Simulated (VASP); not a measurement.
# LuGa2Os2 (I4/mmm) in VASP: notebook

The runs below take LuGa2Os2 through single point, with PBEsol, RPBE, revPBE.

Everything below comes from runs of VASP 6.6.1. Logs are shortened: lines on timing, memory, paths and dates and some standing lists are left out, and cuts for length are marked.

## (1) The cell of the first run

Symmetry: I4/mmm, No. 139, tetragonal system. Conventional cell: a = 4.236 Å, b = 4.236 Å, c = 9.843 Å, α = 90.00°, β = 90.00°, γ = 90.00°. Os (site symmetry -4m2) has 4 Ga at 2.45 Å and 4 Os at 2.99 Å and 4 Lu at 3.25 Å within 3.3 Å. Lu (site symmetry 4/mmm) has 10 Ga at 3.24 to 3.69 Å and 8 Os at 3.25 Å and 4 Lu at 4.24 Å within 4.3 Å. Within 3.3 Å of Ga (site symmetry 4mm) lie 4 Os at 2.45 Å and 1 Ga at 2.46 Å and 4 Lu at 3.24 Å.

## (2) Single point, PBEsol

File INCAR:

```
ALGO = Normal ; EDIFF = 1E-6
ENCUT = 520 ; GGA = PS
ISIF = 2 ; ISMEAR = -1
LASPH = T ; LCHARG = F
LREAL = F ; LWAVE = F
NBANDS = 42 ; NELM = 80
PREC = Accurate ; SIGMA = 0.0497
```

File KPOINTS:

```
k-points
0
Gamma
  5 5 5
```

File POSCAR:

```
LuGa2Os2
1.0
    0.0000000000      4.2355470000      0.0000000000
    4.2355470000      0.0000000000      0.0000000000
    2.1177740000      2.1177740000     -4.9213030000
Os Lu Ga
2 1 2
Direct
    0.7500000000      0.2500000000      0.5000000000
    0.2500000000      0.7500000000      0.5000000000
    0.0000000000      0.0000000000      0.0000000000
    0.3750000000      0.3750000000      0.2500000000
    0.6250000000      0.6250000000      0.7500000000
```

Potentials or basis: VASP PAW PBE potentials, release 64 (Os, Lu, Ga_d).

Command:

```sh
$ cat potpaw_PBE.64/Os/POTCAR potpaw_PBE.64/Lu/POTCAR potpaw_PBE.64/Ga_d/POTCAR > POTCAR
$ mpirun -np 1 vasp_std > vasp.out
```

OUTCAR:

```text
EDIFF = 1E-6
   ENCUT = 520
   GGA = PS
   ISIF = 2
   ISMEAR = -1
   LASPH = T
   LREAL = F
   NELM = 80
   PREC = Accurate

 ion  position               nearest neighbor table
   1  0.750  0.250  0.500-   4 2.45   5 2.45   5 2.45   4 2.45   2 2.99   2 2.99   2 2.99   2 2.99
                             3 3.25   3 3.25   3 3.25   3 3.25
   2  0.250  0.750  0.500-   4 2.45   5 2.45   5 2.45   4 2.45   1 2.99   1 2.99   1 2.99   1 2.99
                             3 3.25   3 3.25   3 3.25   3 3.25
   3  0.000  0.000  0.000-   5 3.24   4 3.24   5 3.24   4 3.24   4 3.24   5 3.24   5 3.24   4 3.24
                             1 3.25   2 3.25   2 3.25   1 3.25   2 3.25   1 3.25   2 3.25   1 3.25
   4  0.375  0.375  0.250-   2 2.45   1 2.45   1 2.45   2 2.45   5 2.46   3 3.24   3 3.24   3 3.24
                             3 3.24
   5  0.625  0.625  0.750-   2 2.45   1 2.45   1 2.45   2 2.45   4 2.46   3 3.24   3 3.24   3 3.24
                             3 3.24

  LATTYP: Found a body centered tetragonal cell.
 ALAT       =     4.2355470000
 C/A-ratio  =     2.3238098881

  Lattice vectors:

 A1 = (  -2.1177740000,   2.1177730000,   4.9213030000)
 A2 = (   2.1177730000,  -2.1177740000,   4.9213030000)
 A3 = (   2.1177740000,   2.1177740000,  -4.9213030000)

Analysis of symmetry for initial positions (statically):
=====================================================================
 Subroutine PRICEL returns:
 Original cell was already a primitive cell.

 Routine SETGRP: Setting up the symmetry group for a
 body centered tetragonal supercell.

 Subroutine GETGRP returns: Found 16 space group operations
 (whereof 16 operations were pure point group operations)
 out of a pool of 16 trial point group operations.

The static configuration has the point symmetry D_4h.

Analysis of symmetry for dynamics (positions and initial velocities):
=====================================================================
 Subroutine PRICEL returns:
 Original cell was already a primitive cell.

 Routine SETGRP: Setting up the symmetry group for a
 body centered tetragonal supercell.

 Subroutine GETGRP returns: Found 16 space group operations
 (whereof 16 operations were pure point group operations)
 out of a pool of 16 trial point group operations.

The dynamic configuration has the point symmetry D_4h.

 Subroutine INISYM returns: Found 16 space group operations
 (whereof 16 operations are pure point group operations),
 and found     1 'primitive' translations

----------------------------------------------------------------------------------------

                                     Primitive cell

  volume of cell :      88.2875

  direct lattice vectors                    reciprocal lattice vectors
     0.000000000  4.235547000  0.000000000     0.000000000  0.236097014  0.101599133
     4.235547000  0.000000000  0.000000000     0.236097014  0.000000000  0.101599133
     2.117774000  2.117774000 -4.921303000     0.000000000  0.000000000 -0.203198218

  length of vectors
     4.235547000  4.235547000  5.761003094     0.257029539  0.257029539  0.203198218

  position of ions in fractional coordinates (direct lattice)
     0.750000000  0.250000000  0.500000000
     0.250000000  0.750000000  0.500000000
     0.000000000  0.000000000  0.000000000
     0.375000000  0.375000000  0.250000000
     0.625000000  0.625000000  0.750000000

  ion indices of the primitive-cell ions
   primitive index   ion index
                 1           1
                 2           2
                 3           3
                 4           4
                 5           5

----------------------------------------------------------------------------------------

 KPOINTS: k-points

Automatic generation of k-mesh.
 Grid dimensions read from file:
 generate k-points for:    5    5    5

 Generating k-lattice:

  Cartesian coordinates                     Fractional coordinates (reciprocal lattice)
     0.000000000  0.047219403  0.020319827     0.200000000  0.000000000  0.000000000
     0.047219403  0.000000000  0.020319827     0.000000000  0.200000000  0.000000000
     0.000000000  0.000000000 -0.040639644     0.000000000  0.000000000  0.200000000

  Length of vectors
     0.051405908  0.051405908  0.040639644

  Shift w.r.t. Gamma in fractional coordinates (k-lattice)
     0.000000000  0.000000000  0.000000000

 Subroutine IBZKPT returns following result:
 ===========================================

 Found     18 irreducible k-points:

 Following reciprocal coordinates:
            Coordinates               Weight
  0.000000  0.000000  0.000000      1.000000
  0.200000  0.000000  0.000000      8.000000
  0.400000  0.000000  0.000000      8.000000
  0.200000  0.200000  0.000000      8.000000
  0.400000  0.200000  0.000000     16.000000
 -0.400000  0.200000  0.000000     16.000000
[... 10 lines left out ...]
  0.000000  0.000000  0.400000      2.000000
 -0.200000  0.000000  0.400000      4.000000
[... 37 lines left out ...]
     AMIX     =   0.40;   BMIX     =  1.00
     AMIX_MAG =   1.60;   BMIX_MAG =  1.00
  volume/ion in A,a.u.               =      17.66       119.16
  Fermi-wavevector in a.u.,A,eV,Ry     =   1.493253  2.821839 30.338332  2.229804
  Thomas-Fermi vector in A             =   2.605677
   LORBIT       =      0    0 simple, 1 ext, 2 COOP (PROOUT), +10 PAW based schemes
   GGA     = PS    functional components
   LHFCALC =     F    Hartree Fock is set to
   AEXX    =    0.0000 exact exchange contribution
   IVDW    =     0    specifies the selected vdW correction
   LEPSILON=     F    determine dielectric tensor
   LRPA    =     F    only Hartree local field effects (RPA)
 non-spin polarized calculation
  energy-cutoff  :      520.00
  volume of cell :       88.29
 maximum number of plane-waves:      2390
   NGX = 15   NGY = 15   NGZ = 21

 number of electron      67.0000002 magnetization

 Free energy of the ion-electron system (eV)
  ---------------------------------------------------
  ext. energy  EPLUGINS =         0.00000000
  ---------------------------------------------------
  free energy    TOTEN  =       -36.54037470 eV

  energy without entropy =      -36.50134706  energy(sigma->0) =      -36.52086088

 E-fermi :   5.4198     XC(G=0): -12.3260

 val. band max:        5.3972160885   @ k =   0.2000   0.2000   0.0000
 cond. band min:       5.4384477896   @ k =   0.0000   0.0000   0.0000
 fundamental gap:      0.0412317011
 Fermi energy:         5.4197641286

 k-point     1 :       0.0000    0.0000    0.0000
  band No.  band energies     occupation
      1     -50.7717      2.00000
      2     -21.4545      2.00000
      3     -21.4545      2.00000
      4     -21.2901      2.00000
      5      -8.8599      2.00000
      6      -8.7285      2.00000
[... 34 lines left out ...]
     41      10.1536      0.00000
     42      10.3721      0.00000

 k-point     2 :       0.2000    0.0000    0.0000
  band No.  band energies     occupation
      1     -50.7715      2.00000
      2     -21.4661      2.00000
      3     -21.4534      2.00000
      4     -21.2899      2.00000
      5      -8.8607      2.00000
      6      -8.7442      2.00000
[... 34 lines left out ...]
     41      11.0544      0.00000
     42      11.5230      0.00000

 k-point     3 :       0.4000    0.0000    0.0000
  band No.  band energies     occupation
      1     -50.7712      2.00000
      2     -21.4847      2.00000
      3     -21.4516      2.00000
      4     -21.2894      2.00000
      5      -8.8604      2.00000
      6      -8.7698      2.00000
[... 34 lines left out ...]
     41      10.9818      0.00000
     42      11.4938      0.00000

 k-point     4 :       0.2000    0.2000    0.0000
  band No.  band energies     occupation
      1     -50.7713      2.00000
      2     -21.4653      2.00000
      3     -21.4641      2.00000
      4     -21.2900      2.00000
      5      -8.8616      2.00000
      6      -8.7507      2.00000
[... 574 lines left out ...]
     41       9.5635      0.00000
     42      11.6182      0.00000

 k-point    17 :       0.0000    0.0000    0.4000
  band No.  band energies     occupation
      1     -50.7716      2.00000
      2     -21.4538      2.00000
      3     -21.4538      2.00000
      4     -21.2956      2.00000
      5      -8.8644      2.00000
      6      -8.7327      2.00000
[... 34 lines left out ...]
     41      10.0957      0.00000
     42      11.6675      0.00000

 k-point    18 :      -0.2000    0.0000    0.4000
  band No.  band energies     occupation
      1     -50.7715      2.00000
      2     -21.4654      2.00000
      3     -21.4528      2.00000
      4     -21.2943      2.00000
      5      -8.8645      2.00000
      6      -8.7471      2.00000
[... 34 lines left out ...]
     41       9.7835      0.00000
     42      10.9879      0.00000

------------------------ aborting loop because EDIFF is reached ----------------------------------------

  FORCE on cell =-STRESS in cart. coord.  units (eV):
  Direction    XX          YY          ZZ          XY          YZ          ZX
  --------------------------------------------------------------------------------------
  -------------------------------------------------------------------------------------
  Total       -2.3443873     -2.3443873     -0.3607722     -0.0000000      0.0000000      0.0000000
  in kB      -42.5442460    -42.5442460     -6.5470323     -0.0000000      0.0000007      0.0000007
  external PRESSURE =     -30.5451748 kB  Pullay stress =       0.0000000 kB

 VOLUME and BASIS-vectors are now :
 -----------------------------------------------------------------------------
  energy-cutoff  :      520.00
  volume of cell :       88.29
      direct lattice vectors                 reciprocal lattice vectors
     0.000000000  4.235547000  0.000000000     0.000000000  0.236097014  0.101599133
     4.235547000  0.000000000  0.000000000     0.236097014  0.000000000  0.101599133
     2.117774000  2.117774000 -4.921303000     0.000000000  0.000000000 -0.203198218

 POSITION                                       TOTAL-FORCE (eV/Angst)
 -----------------------------------------------------------------------------------
      2.11777      4.23555     -2.46065         0.000000      0.000000     -0.000000
      4.23555      2.11777     -2.46065        -0.000000      0.000000      0.000000
      0.00000      0.00000      0.00000        -0.000000     -0.000000      0.000000
      2.11777      2.11777     -1.23033        -0.000000     -0.000000      0.447192
      4.23555      4.23555     -3.69098         0.000000      0.000000     -0.447192
 -----------------------------------------------------------------------------------
    total drift:                               -0.000000     -0.000000     -0.000000

  FREE ENERGIE OF THE ION-ELECTRON SYSTEM (eV)
  ---------------------------------------------------
  free  energy   TOTEN  =       -36.5403746984 eV

  energy  without entropy=      -36.5013470577  energy(sigma->0) =      -36.52086088
```

Run time: 2 min. Hardware: 1 thread of AMD EPYC 7R43 (Zen 3), shared host; peak memory 0.23 GiB.

Results:

- Free energy: -36.5404 eV
- Pressure: -3.1 GPa
- Largest force: 0.447 eV/Å
- Band gap on the k mesh: zero (an odd number of electrons rules out a gap without spin polarisation)

Forces in eV/Å, atoms in the order of the input:
```
Os   0.000  0.000  0.000
Os   0.000  0.000  0.000
Lu   0.000  0.000  0.000
Ga   0.000  0.000  0.447
Ga   0.000  0.000 -0.447
```

Levels at points of the mesh, in eV from the Fermi level:
```
           k point  band 30  band 31  band 32  band 33  band 34  band 35  band 36  band 37
(0.00, 0.00, 0.00)    -0.68    -0.53     0.02     0.07     0.07     0.33     0.80     2.25
```

Caveat: the cell stands under tension; the PAW data sets were made with another functional, which shifts forces and pressure a little; spin-orbit coupling is left out, which moves the levels of the heavy elements.

## (3) Single point, RPBE

File INCAR:

```
PREC = Accurate
ENCUT = 520
EDIFF = 1E-6
ISMEAR = -5
SIGMA = 0.1
LREAL = F
LASPH = T
NELM = 100
ALGO = Normal
ISIF = 2
LWAVE = F
LCHARG = F
GGA = RP
NBANDS = 42
```

File KPOINTS:

```
regular mesh
0
Gamma
  5 5 5
```

POSCAR is that of step 2.

Potentials or basis: VASP PAW PBE potentials, release 64 (Os, Lu, Ga_d).

Command:

```sh
$ cat potpaw_PBE.64/Os/POTCAR potpaw_PBE.64/Lu/POTCAR potpaw_PBE.64/Ga_d/POTCAR > POTCAR
$ mpirun -np 1 vasp_std > vasp.out
```

It took 1.9 min on 1 thread of AMD EPYC 7R43 (Zen 3), shared host; peak memory 0.23 GiB.

It converged, with:

```
Free energy            : -30.7915 eV
Pressure               : 6.1 GPa
Largest force          : 0.767 eV/Å
Band gap on the k mesh : zero (an odd number of electrons rules out a gap without spin polarisation)
```

Forces in eV/Å, atoms in the order of the input:
```
Os   0.000  0.000  0.000
Os   0.000  0.000  0.000
Lu   0.000  0.000  0.000
Ga   0.000  0.000  0.767
Ga   0.000  0.000 -0.767
```

Stress tensor (GPa, compression positive):
```
5.14 0.00 0.00
0.00 5.14 0.00
0.00 0.00 8.00
```

Levels at points of the mesh, in eV from the Fermi level:
```tsv
k point	band 29	band 30	band 31	band 32	band 33	band 34	band 35	band 36	band 37	band 38
(0.00, 0.00, 0.00)	-0.64	-0.64	-0.51	0.07	0.12	0.12	0.40	0.83	2.30	3.53
```

Caveat: the cell stands under pressure; the PAW data sets were made with another functional, which shifts forces and pressure a little; spin-orbit coupling is left out, which moves the levels of the heavy elements; tetrahedron occupations give inexact forces and stress in metals.

## (4) Single point, PBEsol

File INCAR:

```
PREC     = Accurate       # precision mode
ENCUT    = 520            # plane-wave cutoff, eV
EDIFF    = 1E-6           # SCF threshold, eV
ISMEAR   = -4             # smearing method
SIGMA    = 0.1            # smearing width, eV
LREAL    = F              # projectors in reciprocal space
LASPH    = T              # aspherical terms in the spheres
NELM     = 100            # most SCF steps
ALGO     = Normal         # electronic algorithm
ISIF     = 2              # what is computed and relaxed
LWAVE    = F              # write WAVECAR
LCHARG   = T              # write CHGCAR
GGA      = PS             # functional
LELF     = T              # ELF
LVHAR    = T            
NBANDS   = 42             # bands
```

KPOINTS is that of step 3.

POSCAR is that of step 3.

Command:

```sh
$ cat potpaw_PBE.64/Os/POTCAR potpaw_PBE.64/Lu/POTCAR potpaw_PBE.64/Ga_d/POTCAR > POTCAR
$ mpirun -np 1 vasp_std > vasp.out
```

It took 1.8 min on 1 thread of AMD EPYC 7R43 (Zen 3), shared host; peak memory 0.23 GiB.

It converged, with:

```yaml
Free_energy: -36.4443 eV
Pressure: -2.9 GPa
Largest_force: 0.448 eV/Å
Band_gap_on_the_k_mesh: zero (an odd number of electrons rules out a gap without spin polarisation)
```

Forces in eV/Å, atoms in the order of the input:
```
Os   0.000  0.000  0.000
Os   0.000  0.000  0.000
Lu   0.000  0.000  0.000
Ga   0.000  0.000  0.448
Ga   0.000  0.000 -0.448
```

Stress tensor (GPa, compression positive):
```
-4.01  0.00  0.00
 0.00 -4.01  0.00
 0.00  0.00 -0.80
```

Levels at points of the mesh, in eV from the Fermi level:
| k point | band 29 | band 30 | band 31 | band 32 | band 33 | band 34 | band 35 | band 36 | band 37 | band 38 |
| --- | --- | --- | --- | --- | --- | --- | --- | --- | --- | --- |
| (0.00, 0.00, 0.00) | -0.65 | -0.65 | -0.50 | 0.05 | 0.11 | 0.11 | 0.37 | 0.84 | 2.29 | 3.48 |

Caveat: the PAW data sets were made with another functional, which shifts forces and pressure a little; spin-orbit coupling is left out, which moves the levels of the heavy elements.

## (5) Single point, revPBE, collinear spin

File INCAR:

```
PREC     = Accurate       # precision mode
ENCUT    = 520            # plane-wave cutoff, eV
EDIFF    = 1E-6           # SCF threshold, eV
ISMEAR   = -1             # smearing method
SIGMA    = 0.0497         # smearing width, eV
LREAL    = F              # projectors in reciprocal space
LASPH    = T              # aspherical terms in the spheres
NELM     = 150            # most SCF steps
ALGO     = Normal         # electronic algorithm
ISIF     = 2              # what is computed and relaxed
LWAVE    = F              # write WAVECAR
LCHARG   = T              # write CHGCAR
ISPIN    = 2              # spin polarisation
MAGMOM   = 0.2 0.2 0.2 0.2 0.2 # initial moments
LORBIT   = 11             # projections on sites
LMAXMIX  = 4              # l up to which the mixer works
GGA      = RE             # functional
LELF     = T              # ELF
LVHAR    = T            
NBANDS   = 46             # bands
```

File KPOINTS:

```
Automatic mesh
0
Gamma
  5 5 5
```

POSCAR is that of step 4.

Command:

```sh
$ cat potpaw_PBE.64/Os/POTCAR potpaw_PBE.64/Lu/POTCAR potpaw_PBE.64/Ga_d/POTCAR > POTCAR
$ mpirun -np 1 vasp_std > vasp.out
```

Run time: 4.2 min. Hardware: 1 thread of AMD EPYC 7R43 (Zen 3), shared host; peak memory 0.28 GiB.

The run converged. Its results:

| Quantity | Value |
| --- | --- |
| Free energy | -31.2655 eV |
| Pressure | 5.2 GPa |
| Largest force | 0.705 eV/Å |
| Net moment | 0.00 μB per cell |
| Valence electrons inside the program's atomic spheres | Os 7.26; Lu 22.97; Ga 11.99 |

Forces in eV/Å, atoms in the order of the input:
```
Os   0.000  0.000  0.000
Os   0.000  0.000  0.000
Lu   0.000  0.000  0.000
Ga   0.000  0.000  0.705
Ga   0.000  0.000 -0.705
```

Stress tensor (GPa, compression positive):
```
4.38 0.00 0.00
0.00 4.38 0.00
0.00 0.00 6.94
```

Levels at points of the mesh, in eV from the Fermi level:
Spin up:
```csv
k point,band 31,band 32,band 33,band 34,band 35,band 36
"(0.00, 0.00, 0.00)",-0.54,0.03,0.08,0.08,0.36,0.80
```
Spin down:
```csv
k point,band 31,band 32,band 33,band 34,band 35,band 36
"(0.00, 0.00, 0.00)",-0.54,0.03,0.08,0.08,0.36,0.80
```

Caveat: the cell stands under pressure; the PAW data sets were made with another functional, which shifts forces and pressure a little; spin-orbit coupling is left out, which moves the levels of the heavy elements.

## (6) Summary

| level | spin | smearing | gap on the mesh (eV) | pressure (GPa) | largest force (eV/Å) |
| --- | --- | --- | --- | --- | --- |
| PBEsol | off | fermi-dirac 0.0497 eV | none | -3.1 | 0.45 |
| RPBE | off | tetrahedron | none | 6.1 | 0.77 |
| PBEsol | off | tetrahedron | none | -2.9 | 0.45 |
| revPBE | collinear | fermi-dirac 0.0497 eV | none | 5.2 | 0.70 |

Alike in all rows: task single point; potentials or basis VASP PAW PBE potentials, release 64 (Os, Lu, Ga_d); cell as given; k mesh 5 × 5 × 5; cutoff (eV) 520.

The pressure there spans -3.1 GPa (PBEsol) to 6.1 GPa (RPBE); a positive pressure means that this level wants a larger cell, a negative one a smaller.

Caveats: the PAW data sets were made with another functional, which shifts forces and pressure a little; spin-orbit coupling is left out, which moves the levels of the heavy elements; the cell stands under pressure (at least some runs); the cell stands under tension (at least some runs); tetrahedron occupations give inexact forces and stress in metals (at least some runs).

Absolute energies hang on the potentials; compare differences alone.
